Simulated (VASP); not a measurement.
Set up this calculation in VASP 6.6.1, as the native input.

```yaml
Task: single point
Functional: LDA
Potentials_or_basis: VASP PAW LDA potentials, release 64 (C, Mg)
Cutoff: 520 eV
k_mesh: 2 × 2 × 1
Occupations: fermi-dirac, width 0.05 eV
Spin: no spin polarisation
Dipole_correction: no
Further_INCAR_settings: LREAL = Auto; ALGO = Normal; EDIFF = 1e-06; NBANDS = 52
```

The structure of MgC18 lies in POSCAR:

```
MgC18
1.0
    7.3980000000      0.0000000000      0.0000000000
   -3.6990000000      6.4068560000      0.0000000000
    0.0000000000      0.0000000000     12.0000000000
C Mg
18 1
Direct
   -0.0008828382      0.0012062078      0.0779905833
    0.2225596360      0.1127862090      0.0779900833
    0.0001301684      0.3353235971      0.0782220833
    0.2212832640      0.4457598235      0.0784240833
   -0.0001586367      0.6673488525      0.0779906667
    0.2216131707      0.7782203939      0.0784112500
    0.3334611186      0.0019146677      0.0784111667
    0.5546008907      0.1124526601      0.0786205833
    0.3331190600      0.3341478254      0.0783159167
    0.5548736185      0.4448113084      0.0782223333
    0.3322162450      0.6676825576      0.0786225000
    0.5556696208      0.7793173438      0.0785102500
    0.6664202133      0.0008177178      0.0785110833
    0.8882842796      0.1117145445      0.0780784167
    0.6655914339      0.3343750819      0.0784252500
    0.8890380115      0.4459870801      0.0783158333
    0.6666378636      0.6684203609      0.0780802500
    0.8879771483      0.7789280733      0.0779905000
    0.8587470160      0.8902196335      0.3383665000
```

The input as run:

INCAR

```
SYSTEM = MgC18
PREC = Accurate
ENCUT = 520
EDIFF = 1E-6
ISMEAR = -1
SIGMA = 0.05
LREAL = Auto
LASPH = .True.
NELM = 80
ALGO = Normal
ISIF = 2
LWAVE = .False.
LCHARG = .False.
GGA = CA
NBANDS = 52
```

KPOINTS

```
Automatic mesh
0
Gamma
  2 2 1
  0 0 0
```

Potentials or basis: VASP PAW LDA potentials, release 64 (C, Mg).

Command:

```bash
$ cat potpaw_LDA.64/C/POTCAR potpaw_LDA.64/Mg/POTCAR > POTCAR
$ mpirun -np 1 vasp_std > vasp.out
```

Results of the run:

- Largest force: 0.037 eV/Å
- Band gap on the k mesh: 0.09 eV

Caveat: the k points lie up to 0.49 Å⁻¹ apart.

Run time: 7.8 min on 1 thread of Intel Xeon 8259CL (shared host), peak memory 0.43 GiB.
